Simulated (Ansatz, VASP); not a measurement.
One calculation of Be, two programs

The input INCAR:

```
PREC = Accurate ; ENCUT = 600
EDIFF = 1E-6 ; ISMEAR = -1
SIGMA = 0.1 ; LREAL = False
LASPH = True ; NELM = 80
ALGO = Normal ; ISIF = 3
LWAVE = False ; LCHARG = False
GGA = B5 ; ALDAX = 1.0
AGGAX = 1.0 ; AGGAC = 1.0
ALDAC = 0.0 ; IBRION = 2
NSW = 80 ; EDIFFG = -0.01
```

KPOINTS

```
regular mesh
0
Gamma
  10 10 14
```

Contents of POSCAR:

```
Be
1.0
    3.5790237631      0.0000000000      0.0000000000
   -1.7895118815      3.0995254996      0.0000000000
    0.0000000000      0.0000000000      2.1939415668
Be
3
Direct
    0.0000000000      0.0000000000      0.0000000000
    0.3333333333      0.6666666667      0.5000000000
    0.6666666667      0.3333333333      0.5000000000
```

Input for Ansatz:

```yaml
crystal:
  lattice:
    - [3.5790237631, 0.0, 0.0]
    - [-1.7895118815, 3.0995254996, 0.0]
    - [0.0, 0.0, 2.1939415668]
  atoms:
    - { symbol: Be, position: [0.0, 0.0, 0.0] }
    - { symbol: Be, position: [0.3333333333, 0.6666666667, 0.5] }
    - { symbol: Be, position: [0.6666666667, 0.3333333333, 0.5] }
hamiltonian:
  xc: blyp
  pseudopotentials:
    kind: paw
    azcp:
      Be: "pseudopotentials/Be.paw.azcp"
basis:
  ecutwfc: 420
  fft_grid_basis: typed
kpoints:
  mp_grid: { grid: [10, 10, 14], shift: [0, 0, 0] }
magnetization:
  spin_polarized: false
scf:
  occupations: { method: fermi_dirac, width: 0.1 }
relax:
  max_steps: 60
  f_tol: 0.01
  cell: {}
```

Alike in both runs: task relaxation of cell and atoms; functional BLYP; k mesh 10 × 10 × 14; occupations fermi-dirac, width 0.1 eV; no spin polarisation.

```csv
,VASP,Ansatz
version,VASP 6.6.1,Ansatz 0.2.0
potentials or method,"VASP PAW PBE potentials, release 64 (Be), cutoff 600 eV","plane waves (420 eV) with PAW, scalar-relativistic"
valence electrons in the cell,6,6
```

```csv
,VASP,Ansatz,Ansatz less VASP
relaxed volume (Å³/atom),8.11,8.11,-0.007
relaxed cell length with the largest relative difference (Å),2.208,2.206,-0.0019
```

VASP's potentials were made for PBE, not for BLYP.
